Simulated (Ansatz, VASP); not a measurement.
F: VASP beside Ansatz

The input INCAR:

```
SYSTEM = F
PREC     = Accurate       ! precision mode
ENCUT    = 600            ! plane-wave cutoff, eV
EDIFF    = 1E-6           ! SCF threshold, eV
ISMEAR   = -1             ! smearing method
SIGMA    = 0.02           ! smearing width, eV
LREAL    = .False.        ! projectors in reciprocal space
LASPH    = .True.         ! aspherical terms in the spheres
NELM     = 120            ! most SCF steps
ALGO     = Normal         ! electronic algorithm
ISIF     = 2              ! what is computed and relaxed
LWAVE    = .False.        ! write WAVECAR
LCHARG   = .True.         ! write CHGCAR
GGA      = PE             ! functional
LELF     = .True.         ! ELF
LVHAR    = .True.       
NBANDS   = 22             ! bands
GGA_COMPAT= .False.
```

KPOINTS

```
Automatic mesh
0
Gamma
  10 10 4
  0 0 0
```

Contents of POSCAR:

```
F
1.0
    2.4728542882     -1.6104303596      0.0000000000
    2.4728542882      1.6104303596      0.0000000000
    0.0000000000      0.0000000000      6.5449700122
F
4
Direct
    0.9054155717      0.0945844283      0.0963912690
    0.5945844283      0.4054155717      0.5963912690
    0.4054155717      0.5945844283      0.4036087310
    0.0945844283      0.9054155717      0.9036087310
```

Input for Ansatz:

```yaml
crystal:
  lattice:
    - [2.4728542882, -1.6104303596, 0.0]
    - [2.4728542882, 1.6104303596, 0.0]
    - [0.0, 0.0, 6.5449700122]
  atoms:
    - { symbol: F, position: [0.9054155717, 0.0945844283, 0.096391269] }
    - { symbol: F, position: [0.5945844283, 0.4054155717, 0.596391269] }
    - { symbol: F, position: [0.4054155717, 0.5945844283, 0.403608731] }
    - { symbol: F, position: [0.0945844283, 0.9054155717, 0.903608731] }
kpoints:
  mp_grid: { grid: [10, 10, 4] }
  band_path:
    path:
      - [[0.0, 0.0, 0.0], [0.5, 0.5, 0.0], [0.3560295343312, 0.6439704656688, 0.0]]
      - [[-0.3560295343312, 0.3560295343312, 0.0], [0.0, 0.0, 0.0], [0.0, 0.0, 0.5], [-0.3560295343312, 0.3560295343312, 0.5]]
      - [[0.3560295343312, 0.6439704656688, 0.5], [0.5, 0.5, 0.5], [0.5, 0.5, 0.0]]
      - [[0.0, 0.0, 0.0], [-8.272434378385e-18, 0.5, 0.0], [-8.272434378385e-18, 0.5, 0.5], [0.0, 0.0, 0.5], [0.5, 0.5, 0.5]]
    npoints: 10
hamiltonian:
  xc: pbe
scf:
  occupations: { method: fermi_dirac, width: 0.02 }
  n_extra_bands: 5
output:
  forces: true
  stress: true
  eigenvalues: true
  write_density: true
  write_potential: true
  elf: true
  volumetric_format: npy
```

Alike in both runs: task single point; functional PBE; k mesh 10 × 10 × 4; occupations fermi-dirac, width 0.02 eV; no spin polarisation.

```csv
,VASP,Ansatz
version,VASP 6.6.1,Ansatz 0.2.0
potentials or method,"VASP PAW PBE potentials, release 64 (F)","plane waves, PAW"
plane-wave cutoff (eV),600,420
valence electrons in the cell,28,28
```

|  | VASP | Ansatz | Ansatz less VASP |
| --- | --- | --- | --- |
| gap on the k mesh at the Fermi level (eV) | 2.87 | 2.94 | +0.072 |
| pressure (GPa) | 5.1 | 4.6 | -0.49 |
| traceless stress, the component that is largest in VASP (GPa) | 3.51 | 2.07 | -1.441 |
| rms of the force components (eV/Å) | 0.569 | 0.347 | -0.2229 |

Atom by atom the forces differ by 0.223 eV/Å (rms over components). With one functional, cell and mesh, what is left measures potentials, basis and numerics.
